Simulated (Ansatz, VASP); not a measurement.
**CaOsO3: VASP beside Ansatz**

```xyz
5
Lattice="3.9522 -0.0659 0.0000 -0.0659 3.9522 0.0000 0.0000 0.0000 3.9522" Properties=species:S:1:pos:R:3 pbc="T T T"
Ca    0.0000    0.0000    0.0000
Os    1.9431    1.9431    1.9761
O     1.9431    1.9431    0.0000
O     1.9761   -0.0329    1.9761
O    -0.0329    1.9761    1.9761
```

Alike in both runs: task single point; functional LDA; k mesh 9 × 9 × 9; occupations fermi-dirac, width 0.15 eV; no spin polarisation.

|  | VASP | Ansatz |
| --- | --- | --- |
| version | VASP 6.6.1 | Ansatz 0.2.0 |
| potentials or method | VASP PAW LDA potentials, release 64 (Ca_sv, Os, O), cutoff 520 eV | plane waves, PAW |
| valence electrons in the cell | 36 | 44 |

VASP gave:

```
pressure (GPa)                                                : -11.9
traceless stress, the component that is largest in VASP (GPa) : 0.87
```

Task: Estimate Ansatz's values.

Result: Pressure (GPa): -14.2; traceless stress, the component that is largest in VASP (GPa): 0.89.

LDA's correlation is that of Perdew and Zunger in VASP and of Perdew and Wang (1992) in Ansatz. VASP's potentials hold 36 valence electrons a cell and Ansatz's 44, so a difference there can come from the potentials and not from the codes.

Neither program's run includes spin-orbit coupling.
